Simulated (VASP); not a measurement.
# TiO2 in VASP: further runs

The runs below take TiO2 through single point, with PBE+U.

Program: VASP 6.6.1. These are calculated values, not measurements. Logs are shortened: lines on timing, memory, paths and dates and some standing lists are left out, and cuts for length are marked.

## (1) The cell of the first run

The typed cell holds 6 atoms: a = 3.713 Å, b = 3.713 Å, c = 5.432 Å, α = 109.98°, β = 109.98°, γ = 90.00°.

## (2) Single point, PBE+U (atoms shifted along a free coordinate)

Input file INCAR:

```
  ALGO = Normal
  EDIFF = 1E-6
  ENCUT = 520
  GGA = PE
  ISIF = 2
  ISMEAR = 0
  LASPH = T
  LCHARG = T
  LDAU = T
  LDAUJ = 0 0
  LDAUL = 2 -1
  LDAUPRINT = 1
  LDAUTYPE = 2
  LDAUU = 4 0
  LELF = T
  LMAXMIX = 4
  LREAL = F
  LVHAR = T
  LWAVE = F
  NBANDS = 33
  NELM = 150
  PREC = Accurate
  SIGMA = 0.05
```

Input file KPOINTS:

```
k-points
0
Gamma
  6 6 6
```

Input file POSCAR:

```
TiO2
1.0
    2.6252399294     -2.6253128814     -0.0195896425
    2.6252399294      2.6253128814     -0.0195896425
   -2.5896256811      0.0000000000      4.7752202290
Ti O
2 4
Direct
    0.1250069486      0.8749930514      0.2500000000
    0.8749930514      0.1250069486      0.7500000000
    0.3363578248      0.0863811001      0.6727253715
    0.6636421752      0.9136188999      0.3272746285
    0.9136188999      0.6636421752      0.8272746285
    0.0863811001      0.3363578248      0.1727253715
```

Potentials or basis: VASP PAW PBE potentials, release 64 (Ti_sv, O).

Run with:

```console
$ cat potpaw_PBE.64/Ti_sv/POTCAR potpaw_PBE.64/O/POTCAR > POTCAR
$ mpirun -np 1 vasp_std > vasp.out
```

OUTCAR:

```text
EDIFF = 1E-6
   ENCUT = 520
   GGA = PE
   ISIF = 2
   ISMEAR = 0
   LASPH = T
   LREAL = F
   NELM = 150
   PREC = Accurate

 ion  position               nearest neighbor table
   1  0.125  0.875  0.250-   4 1.89   6 1.89   6 1.89   4 1.89   3 2.01   5 2.01
   2  0.875  0.125  0.750-   5 1.89   3 1.89   5 1.89   3 1.89   6 2.01   4 2.01
   3  0.336  0.086  0.673-   2 1.89   2 1.89   1 2.01
   4  0.664  0.914  0.327-   1 1.89   1 1.89   2 2.01
   5  0.914  0.664  0.827-   2 1.89   2 1.89   1 2.01
   6  0.086  0.336  0.173-   1 1.89   1 1.89   2 2.01

  LATTYP: Found a base centered monoclinic cell.
 ALAT       =     5.2506260354
 B/A-ratio  =     0.9999999481
 C/A-ratio  =     1.0345830161
 COS(beta)  =    -0.4832630161

  Lattice vectors:

 A1 = (   2.6252399294,  -2.6253128814,  -0.0195896425)
 A2 = (   2.6252399294,   2.6253128814,  -0.0195896425)
 A3 = (  -2.5896256811,   0.0000000000,   4.7752202290)

Analysis of symmetry for initial positions (statically):
=====================================================================
 Subroutine PRICEL returns:
 Original cell was already a primitive cell.

 Routine SETGRP: Setting up the symmetry group for a
 base centered monoclinic supercell.

 Subroutine GETGRP returns: Found  4 space group operations
 (whereof  2 operations were pure point group operations)
 out of a pool of  4 trial point group operations.

The static configuration has the point symmetry S_2 .
 The point group associated with its full space group is C_2h.

Analysis of symmetry for dynamics (positions and initial velocities):
=====================================================================
 Subroutine PRICEL returns:
 Original cell was already a primitive cell.

 Routine SETGRP: Setting up the symmetry group for a
 base centered monoclinic supercell.

 Subroutine GETGRP returns: Found  4 space group operations
 (whereof  2 operations were pure point group operations)
 out of a pool of  4 trial point group operations.

The dynamic configuration has the point symmetry S_2 .
 The point group associated with its full space group is C_2h.

 Subroutine INISYM returns: Found  4 space group operations
 (whereof  2 operations are pure point group operations),
 and found     1 'primitive' translations

----------------------------------------------------------------------------------------

                                     Primitive cell

  volume of cell :      65.5560

  direct lattice vectors                    reciprocal lattice vectors
     2.625239929 -2.625312881 -0.019589643     0.191232644 -0.190453490  0.103706414
     2.625239929  2.625312881 -0.019589643     0.191232644  0.190453490  0.103706414
    -2.589625681  0.000000000  4.775220229     0.001569008  0.000000000  0.210265306

  length of vectors
     3.712753179  3.712753179  5.432208520     0.289132281  0.289132281  0.210271160

  position of ions in fractional coordinates (direct lattice)
     0.125006949  0.874993051  0.250000000
     0.874993051  0.125006949  0.750000000
     0.336357825  0.086381100  0.672725372
     0.663642175  0.913618900  0.327274628
     0.913618900  0.663642175  0.827274628
     0.086381100  0.336357825  0.172725372
[... 112 lines left out ...]
   AEXX    =    0.0000 exact exchange contribution
   IVDW    =     0    specifies the selected vdW correction
   LEPSILON=     F    determine dielectric tensor
   LRPA    =     F    only Hartree local field effects (RPA)
 non-spin polarized calculation
 Gauss-broadening in eV      SIGMA  =   0.05
  energy-cutoff  :      520.00
  volume of cell :       65.56
 maximum number of plane-waves:      1798
   NGX = 13   NGY = 13   NGZ = 21

atom =   1  type =  1  l = 2

 onsite density matrix

spin component  1

  0.2748 -0.0013  0.0000 -0.0000 -0.0000
 -0.0013  0.1050 -0.0000 -0.0000 -0.0000
  0.0000 -0.0000  0.2444  0.0018  0.0000
 -0.0000 -0.0000  0.0018  0.1050 -0.0001
 -0.0000 -0.0000  0.0000 -0.0001  0.1157

spin component  2

  0.2748 -0.0013  0.0000 -0.0000 -0.0000
 -0.0013  0.1050 -0.0000 -0.0000 -0.0000
  0.0000 -0.0000  0.2444  0.0018  0.0000
 -0.0000 -0.0000  0.0018  0.1050 -0.0001
 -0.0000 -0.0000  0.0000 -0.0001  0.1157

 occupancies and eigenvectors

  o =  0.1050  v =  0.0075  1.0000 -0.0000  0.0000  0.0000  0.0000  0.0000  0.0000  0.0000  0.0000      0.0000  0.0000  0.0000  0.0000  0.0000  0.0000  0.0000  0.0000  0.0000  0.0000
  o =  0.1050  v =  0.0000  0.0000  0.0000  0.0000  0.0000  0.0075  1.0000 -0.0000  0.0000  0.0000      0.0000  0.0000  0.0000  0.0000  0.0000  0.0000  0.0000  0.0000  0.0000  0.0000
  o =  0.1050  v =  0.0000  0.0000  0.0130 -0.9999 -0.0077  0.0000  0.0000  0.0000  0.0000  0.0000      0.0000  0.0000  0.0000  0.0000  0.0000  0.0000  0.0000  0.0000  0.0000  0.0000
  o =  0.1050  v =  0.0000  0.0000  0.0000  0.0000  0.0000  0.0000  0.0000  0.0130 -0.9999 -0.0077      0.0000  0.0000  0.0000  0.0000  0.0000  0.0000  0.0000  0.0000  0.0000  0.0000
  o =  0.1157  v =  0.0000 -0.0000  0.0001 -0.0077  1.0000  0.0000  0.0000  0.0000  0.0000  0.0000      0.0000  0.0000  0.0000  0.0000  0.0000  0.0000  0.0000  0.0000  0.0000  0.0000
  o =  0.1157  v =  0.0000  0.0000  0.0000  0.0000  0.0000  0.0000 -0.0000  0.0001 -0.0077  1.0000      0.0000  0.0000  0.0000  0.0000  0.0000  0.0000  0.0000  0.0000  0.0000  0.0000
  o =  0.2444  v =  0.0000  0.0000  0.0000  0.0000  0.0000  0.0000  0.0000 -0.9999 -0.0130 -0.0000      0.0000  0.0000  0.0000  0.0000  0.0000  0.0000  0.0000  0.0000  0.0000  0.0000
  o =  0.2444  v =  0.0000  0.0000 -0.9999 -0.0130 -0.0000  0.0000  0.0000  0.0000  0.0000  0.0000      0.0000  0.0000  0.0000  0.0000  0.0000  0.0000  0.0000  0.0000  0.0000  0.0000
  o =  0.2748  v = -1.0000  0.0075 -0.0000 -0.0000  0.0000  0.0000  0.0000  0.0000  0.0000  0.0000      0.0000  0.0000  0.0000  0.0000  0.0000  0.0000  0.0000  0.0000  0.0000  0.0000
  o =  0.2748  v =  0.0000  0.0000  0.0000  0.0000  0.0000 -1.0000  0.0075 -0.0000 -0.0000  0.0000      0.0000  0.0000  0.0000  0.0000  0.0000  0.0000  0.0000  0.0000  0.0000  0.0000

atom =   2  type =  1  l = 2

 onsite density matrix

spin component  1

  0.2748 -0.0013  0.0000 -0.0000 -0.0000
 -0.0013  0.1050 -0.0000 -0.0000 -0.0000
  0.0000 -0.0000  0.2444  0.0018  0.0000
 -0.0000 -0.0000  0.0018  0.1050 -0.0001
 -0.0000 -0.0000  0.0000 -0.0001  0.1157

spin component  2

  0.2748 -0.0013  0.0000 -0.0000 -0.0000
 -0.0013  0.1050 -0.0000 -0.0000 -0.0000
  0.0000 -0.0000  0.2444  0.0018  0.0000
 -0.0000 -0.0000  0.0018  0.1050 -0.0001
 -0.0000 -0.0000  0.0000 -0.0001  0.1157

 occupancies and eigenvectors

  o =  0.1050  v =  0.0075  1.0000 -0.0000  0.0000  0.0000  0.0000  0.0000  0.0000  0.0000  0.0000      0.0000  0.0000  0.0000  0.0000  0.0000  0.0000  0.0000  0.0000  0.0000  0.0000
  o =  0.1050  v =  0.0000  0.0000  0.0000  0.0000  0.0000  0.0075  1.0000 -0.0000  0.0000  0.0000      0.0000  0.0000  0.0000  0.0000  0.0000  0.0000  0.0000  0.0000  0.0000  0.0000
  o =  0.1050  v =  0.0000  0.0000  0.0130 -0.9999 -0.0077  0.0000  0.0000  0.0000  0.0000  0.0000      0.0000  0.0000  0.0000  0.0000  0.0000  0.0000  0.0000  0.0000  0.0000  0.0000
  o =  0.1050  v =  0.0000  0.0000  0.0000  0.0000  0.0000  0.0000  0.0000  0.0130 -0.9999 -0.0077      0.0000  0.0000  0.0000  0.0000  0.0000  0.0000  0.0000  0.0000  0.0000  0.0000
  o =  0.1157  v =  0.0000 -0.0000  0.0001 -0.0077  1.0000  0.0000  0.0000  0.0000  0.0000  0.0000      0.0000  0.0000  0.0000  0.0000  0.0000  0.0000  0.0000  0.0000  0.0000  0.0000
  o =  0.1157  v =  0.0000  0.0000  0.0000  0.0000  0.0000  0.0000 -0.0000  0.0001 -0.0077  1.0000      0.0000  0.0000  0.0000  0.0000  0.0000  0.0000  0.0000  0.0000  0.0000  0.0000
  o =  0.2444  v =  0.0000  0.0000  0.0000  0.0000  0.0000  0.0000  0.0000 -0.9999 -0.0130 -0.0000      0.0000  0.0000  0.0000  0.0000  0.0000  0.0000  0.0000  0.0000  0.0000  0.0000
  o =  0.2444  v =  0.0000  0.0000 -0.9999 -0.0130 -0.0000  0.0000  0.0000  0.0000  0.0000  0.0000      0.0000  0.0000  0.0000  0.0000  0.0000  0.0000  0.0000  0.0000  0.0000  0.0000
  o =  0.2748  v = -1.0000  0.0075 -0.0000 -0.0000  0.0000  0.0000  0.0000  0.0000  0.0000  0.0000      0.0000  0.0000  0.0000  0.0000  0.0000  0.0000  0.0000  0.0000  0.0000  0.0000
  o =  0.2748  v =  0.0000  0.0000  0.0000  0.0000  0.0000 -1.0000  0.0075 -0.0000 -0.0000  0.0000      0.0000  0.0000  0.0000  0.0000  0.0000  0.0000  0.0000  0.0000  0.0000  0.0000

 number of electron      47.9999993 magnetization

 Free energy of the ion-electron system (eV)
  ---------------------------------------------------
  ext. energy  EPLUGINS =         0.00000000
  ---------------------------------------------------
  free energy    TOTEN  =       -48.02404290 eV

  energy without entropy =      -48.02404290  energy(sigma->0) =      -48.02404290

 E-fermi :   4.3631     XC(G=0): -10.9667

 val. band max:        4.0907839926   @ k =   0.5000   0.5000   0.0000
 cond. band min:       6.7836056154   @ k =   0.0000   0.0000   0.0000
 fundamental gap:      2.6928216228
 Fermi energy:         4.3631115115

 k-point     1 :       0.0000    0.0000    0.0000
  band No.  band energies     occupation
      1     -53.2124      2.00000
      2     -53.1487      2.00000
      3     -29.6509      2.00000
      4     -29.4126      2.00000
      5     -29.4126      2.00000
      6     -29.3416      2.00000
[... 853 lines left out ...]
     32      10.5692      0.00000
     33      10.7870      0.00000

 [... further k-points ...]

------------------------ aborting loop because EDIFF is reached ----------------------------------------

  FORCE on cell =-STRESS in cart. coord.  units (eV):
  Direction    XX          YY          ZZ          XY          YZ          ZX
  --------------------------------------------------------------------------------------
  -------------------------------------------------------------------------------------
  Total       11.0493785     11.0501699      5.3432595      0.0000000      0.0000000     -0.0430458
  in kB      270.0449039    270.0642467    130.5883407      0.0000000      0.0000000     -1.0520330
  external PRESSURE =     223.5658304 kB  Pullay stress =       0.0000000 kB

 VOLUME and BASIS-vectors are now :
 -----------------------------------------------------------------------------
  energy-cutoff  :      520.00
  volume of cell :       65.56
      direct lattice vectors                 reciprocal lattice vectors
     2.625239929 -2.625312881 -0.019589643     0.191232644 -0.190453490  0.103706414
     2.625239929  2.625312881 -0.019589643     0.191232644  0.190453490  0.103706414
    -2.589625681  0.000000000  4.775220229     0.001569008  0.000000000  0.210265306

 POSITION                                       TOTAL-FORCE (eV/Angst)
 -----------------------------------------------------------------------------------
      1.97783      1.96895      1.17422        -0.000000      0.000085      0.000000
      0.68302     -1.96895      3.56183         0.000000     -0.000085      0.000000
     -0.63232     -0.65627      3.20413        -0.002951      0.000028     -0.337038
      3.29317      0.65627      1.53191         0.002951     -0.000028      0.337038
      1.99836     -0.65627      3.91952         0.002951      0.000028      0.337038
      0.66250      0.65627      0.81652        -0.002951     -0.000028     -0.337038
 -----------------------------------------------------------------------------------
    total drift:                               -0.000000      0.000000      0.000000

  FREE ENERGIE OF THE ION-ELECTRON SYSTEM (eV)
  ---------------------------------------------------
  free  energy   TOTEN  =       -48.0240429034 eV

  energy  without entropy=      -48.0240429034  energy(sigma->0) =      -48.02404290
```

Wall time 2.4 min (1 thread of Intel Xeon 6975P-C, shared host); peak memory 0.25 GiB.

Results:

```yaml
Free_energy: -48.0240 eV
Pressure: 22.4 GPa
Largest_force: 0.337 eV/Å
Band_gap_on_the_k_mesh: 2.69 eV (least direct gap 3.16 eV)
```

Forces in eV/Å, atoms in the order of the input:
```
Ti   0.000  0.000  0.000
Ti   0.000  0.000  0.000
O   -0.003  0.000 -0.337
O    0.003  0.000  0.337
O    0.003  0.000  0.337
O   -0.003  0.000 -0.337
```

Stress tensor (GPa, compression positive):
```
27.00  0.00 -0.11
 0.00 27.01  0.00
-0.11  0.00 13.06
```

Levels at points of the mesh, in eV from the valence-band top:
```tsv
k point	band 21	band 22	band 23	band 24	band 25	band 26	band 27	band 28
(0.00, 0.00, 0.00)	-0.85	-0.85	-0.58	-0.58	2.69	3.47	4.43	4.43
(0.50, 0.00, 0.00)	-2.05	-1.12	-1.03	-0.80	3.92	4.06	4.11	4.35
(0.50, 0.50, 0.00)	-2.33	-2.33	0.00	0.00	4.01	4.01	4.46	4.46
(0.00, 0.00, 0.50)	-1.46	-1.46	-0.23	-0.23	3.07	3.07	4.44	4.44
(0.50, 0.00, 0.50)	-2.05	-1.12	-1.03	-0.80	3.92	4.06	4.11	4.35
(0.50, 0.50, 0.50)	-2.33	-2.33	0.00	0.00	4.01	4.01	4.46	4.46
```

Eigenvalues of the final occupation matrices:
```csv
site,spin,trace,eigenvalues
site 1 d,1,0.84,0.10 0.10 0.12 0.24 0.27
site 1 d,2,0.84,0.10 0.10 0.12 0.24 0.27
site 2 d,1,0.84,0.10 0.10 0.12 0.24 0.27
site 2 d,2,0.84,0.10 0.10 0.12 0.24 0.27
```

Caveat: the cell differs from its parent crystal (atoms shifted along a free coordinate); the stress differs along the axes, from 13 to 27 GPa. A k mesh can miss the band edges.

## (3) Single point, PBE+U (atoms shifted along a free coordinate)

Input file INCAR:

```
SYSTEM = TiO2
ALGO = Normal
EDIFF = 1E-6
ENCUT = 520
GGA = PE
ISIF = 2
ISMEAR = 0
LASPH = .True.
LCHARG = .False.
LDAU = .True.
LDAUJ = 0 0
LDAUL = 2 -1
LDAUPRINT = 1
LDAUTYPE = 2
LDAUU = 4 0
LMAXMIX = 4
LREAL = .False.
LWAVE = .False.
NBANDS = 33
NELM = 150
PREC = Accurate
SIGMA = 0.05
```

Input file KPOINTS:

```
k-points
0
Gamma
  6 6 6
  0 0 0
```

Input file POSCAR:

```
TiO2
1.0
    2.7418066933     -2.7418828846     -0.0204594682
    2.7418066933      2.7418828846     -0.0204594682
   -2.7046110895      0.0000000000      4.9872511229
Ti O
2 4
Direct
    0.1250069486      0.8749930514      0.2500000000
    0.8749930514      0.1250069486      0.7500000000
    0.3271550908      0.0771783661      0.6543199035
    0.6728449092      0.9228216339      0.3456800965
    0.9228216339      0.6728449092      0.8456800965
    0.0771783661      0.3271550908      0.1543199035
```

Potentials or basis: VASP PAW PBE potentials, release 64 (Ti_sv, O).

Run with:

```console
$ cat potpaw_PBE.64/Ti_sv/POTCAR potpaw_PBE.64/O/POTCAR > POTCAR
$ mpirun -np 1 vasp_std > vasp.out
```

Wall time 89 s (1 thread of Intel Xeon 6975P-C (Granite Rapids), shared host); peak memory 0.26 GiB.

Results (log left out):

- Free energy: -48.4788 eV
- Pressure: -3.5 GPa
- Largest force: 0.336 eV/Å
- Band gap on the k mesh: 2.65 eV (least direct gap 2.85 eV)

Forces on the atoms (eV/Å):
```
Ti   0.000  0.000  0.000
Ti   0.000  0.000  0.000
O    0.002  0.000  0.336
O   -0.002  0.000 -0.336
O   -0.002  0.000 -0.336
O    0.002  0.000  0.336
```

Stress tensor (GPa, compression positive):
```
-4.38  0.00  0.02
 0.00 -4.38  0.00
 0.02  0.00 -1.82
```

Levels at points of the mesh, in eV from the valence-band top:
```
           k point  band 20  band 21  band 22  band 23  band 24  band 25  band 26  band 27  band 28  band 29
(0.00, 0.00, 0.00)    -0.74    -0.67    -0.67    -0.26    -0.26     2.65     3.28     4.36     4.36     4.36
(0.50, 0.00, 0.00)    -1.69    -1.55    -0.76    -0.67    -0.61     3.56     3.74     3.82     3.88     4.47
(0.50, 0.50, 0.00)    -2.28    -1.68    -1.68    -0.06    -0.06     3.55     3.55     3.94     3.94     4.95
(0.00, 0.00, 0.50)    -1.32    -1.07    -1.07     0.00     0.00     2.95     2.95     4.09     4.09     4.47
(0.50, 0.00, 0.50)    -1.69    -1.55    -0.76    -0.67    -0.60     3.56     3.74     3.82     3.88     4.47
(0.50, 0.50, 0.50)    -2.28    -1.68    -1.68    -0.06    -0.06     3.55     3.55     3.94     3.94     4.95
```

Eigenvalues of the final occupation matrices:
```tsv
site	spin	trace	eigenvalues
site 1 d	1	0.77	0.10 0.10 0.10 0.23 0.24
site 1 d	2	0.77	0.10 0.10 0.10 0.23 0.24
site 2 d	1	0.77	0.10 0.10 0.10 0.23 0.24
site 2 d	2	0.77	0.10 0.10 0.10 0.23 0.24
```

Caveat: the cell differs from its parent crystal (atoms shifted along a free coordinate); the cell stands under tension. A k mesh can miss the band edges.

## (4) Single point, PBE+U (atoms shifted along a free coordinate)

Input file INCAR:

```
SYSTEM = TiO2
PREC = Accurate
ENCUT = 520
EDIFF = 1E-7
ISMEAR = 0
SIGMA = 0.05
LREAL = .False.
LASPH = .True.
NELM = 150
ALGO = Normal
ISIF = 2
LWAVE = .False.
LCHARG = .False.
LMAXMIX = 4
LDAU = .True.
LDAUTYPE = 2
LDAUL = 2 -1
LDAUU = 4 0
LDAUJ = 0 0
LDAUPRINT = 1
GGA = PE
NBANDS = 33
```

Input file KPOINTS:

```
regular mesh
0
Gamma
  6 6 6
  0 0 0
```

Input file POSCAR:

```
TiO2
1.0
    2.7418066933     -2.7418828846     -0.0204594682
    2.7418066933      2.7418828846     -0.0204594682
   -2.7046110895      0.0000000000      4.9872511229
Ti O
2 4
Direct
    0.1250069486      0.8749930514      0.2500000000
    0.8749930514      0.1250069486      0.7500000000
    0.3240875128      0.0741107881      0.6481847475
    0.6759124872      0.9258892119      0.3518152525
    0.9258892119      0.6759124872      0.8518152525
    0.0741107881      0.3240875128      0.1481847475
```

Run with:

```console
$ cat potpaw_PBE.64/Ti_sv/POTCAR potpaw_PBE.64/O/POTCAR > POTCAR
$ mpirun -np 1 vasp_std > vasp.out
```

It took 99 s on 1 thread of Intel Xeon 6975P-C (Granite Rapids), shared host; peak memory 0.26 GiB.

Results (log left out):

```
Free energy            : -48.4079 eV
Pressure               : -1.7 GPa
Largest force          : 0.839 eV/Å
Band gap on the k mesh : 2.67 eV (least direct gap 2.87 eV)
```

Forces on the atoms (eV/Å):
```
Ti   0.000  0.000  0.000
Ti   0.000  0.000  0.000
O    0.006  0.000  0.839
O   -0.006  0.000 -0.839
O   -0.006  0.000 -0.839
O    0.006  0.000  0.839
```

Stress tensor (GPa, compression positive):
```
-4.11  0.00  0.05
 0.00 -4.11  0.00
 0.05  0.00  3.00
```

Levels at points of the mesh, in eV from the valence-band top:
```tsv
k point	band 21	band 22	band 23	band 24	band 25	band 26	band 27	band 28
(0.00, 0.00, 0.00)	-0.63	-0.63	-0.28	-0.28	2.67	3.30	4.44	4.44
(0.50, 0.00, 0.00)	-1.59	-0.69	-0.68	-0.65	3.54	3.77	3.80	3.90
(0.50, 0.50, 0.00)	-1.64	-1.64	-0.18	-0.18	3.53	3.53	3.93	3.93
(0.00, 0.00, 0.50)	-1.02	-1.02	0.00	0.00	2.98	2.98	4.12	4.12
(0.50, 0.00, 0.50)	-1.59	-0.69	-0.68	-0.65	3.54	3.77	3.80	3.90
(0.50, 0.50, 0.50)	-1.64	-1.64	-0.18	-0.18	3.53	3.53	3.93	3.93
```

Eigenvalues of the final occupation matrices:
```csv
site,spin,trace,eigenvalues
site 1 d,1,0.77,0.09 0.10 0.10 0.23 0.25
site 1 d,2,0.77,0.09 0.10 0.10 0.23 0.25
site 2 d,1,0.77,0.09 0.10 0.10 0.23 0.25
site 2 d,2,0.77,0.09 0.10 0.10 0.23 0.25
```

Caveat: the cell differs from its parent crystal (atoms shifted along a free coordinate); the stress differs along the axes, from -4 to 3 GPa. A k mesh can miss the band edges.

## (5) The runs side by side

| cell | gap on the mesh (eV) | pressure (GPa) | largest force (eV/Å) |
| --- | --- | --- | --- |
| a = 3.713, b = 3.713, c = 5.432 Å, angles 110.0, 110.0, 90.0°, 6 atoms, atomic positions A | 2.69 | 22.4 | 0.34 |
| a = 3.878, b = 3.878, c = 5.673 Å, angles 110.0, 110.0, 90.0°, 6 atoms, atomic positions B | 2.65 | -3.5 | 0.34 |
| a = 3.878, b = 3.878, c = 5.673 Å, angles 110.0, 110.0, 90.0°, 6 atoms, atomic positions C | 2.67 | -1.7 | 0.84 |

Alike in all rows: task single point; level PBE+U; potentials or basis VASP PAW PBE potentials, release 64 (Ti_sv, O); no spin polarisation; Ti d U = 4.0 eV; k mesh 6 × 6 × 6; cutoff (eV) 520; smearing gaussian 0.05 eV.

Caveats: the stress differs along the axes, from 13 to 27 GPa (at least some runs); the cell stands under tension (at least some runs); the stress differs along the axes, from -4 to 3 GPa (at least some runs).

Absolute energies hang on the potentials; compare differences alone.
